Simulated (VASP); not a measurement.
RbBr:

```xyz
2
Lattice="0.0000 3.4270 3.4270 3.4270 0.0000 3.4270 3.4270 3.4270 0.0000" Properties=species:S:1:pos:R:3 pbc="T T T"
Rb    0.0000    0.0000    0.0000
Br    3.4270    3.4270    3.4270
```

Program: VASP 6.6.1. Alike in all runs: task single point; no spin polarisation; cell as given; cutoff (eV) 520; smearing fermi-dirac 0.05 eV.

**Question.** Order these runs on this cell by their band gap on the k mesh, lowest first.
A. level PBE-based screened hybrid; potentials or basis VASP PAW PBE potentials, release 64 (Rb_sv, Br); k mesh 4 × 4 × 4; grid for exact exchange (PRECFOCK) Normal; share of exact exchange 0.25; screening parameter 0.1 1/Å
B. level PBE-based screened hybrid; potentials or basis VASP PAW PBE potentials, release 64 (Rb_sv, Br); k mesh 4 × 4 × 4; grid for exact exchange (PRECFOCK) Normal; share of exact exchange 0.25; screening parameter 0.2 1/Å
C. level PBE; potentials or basis VASP PAW PBE potentials, release 64 (Rb_sv, Br); k mesh 6 × 6 × 6
D. level LDA; potentials or basis VASP PAW LDA potentials, release 64 (Rb_sv, Br); k mesh 6 × 6 × 6

**Answer.** D (3.96 eV), C (4.36 eV), B (5.54 eV), A (5.87 eV).
